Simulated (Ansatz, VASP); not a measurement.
# Ir: VASP beside Ansatz

```
Ir
1.0
     0.00000    1.95449    1.95449
     1.95449    0.00000    1.95449
     1.95449    1.95449    0.00000
Ir
1
Direct
  0.00000 0.00000 0.00000
```

Alike in both runs: task single point; functional PBE; k mesh 18 × 18 × 18; occupations gaussian, width 0.1 eV; no spin polarisation.

```csv
,VASP,Ansatz
version,VASP 6.6.1,Ansatz 0.2.0
potentials or method,"VASP PAW PBE potentials, release 64 (Ir), cutoff 500 eV","scalar-relativistic, plane waves, PAW"
valence electrons in the cell,9,17
```

VASP gave:

- gap on the k mesh at the Fermi level (eV): none
- pressure (GPa): -9.2

Q: What did Ansatz give for the same quantities?

A: gap on the k mesh at the Fermi level (eV): none; pressure (GPa): -9.6.

A gap of «none» marks a metal or a gap that the smearing closes. VASP's potentials hold 9 valence electrons a cell and Ansatz's 17, so a difference there can come from the potentials and not from the codes.

Spin-orbit coupling is off throughout.
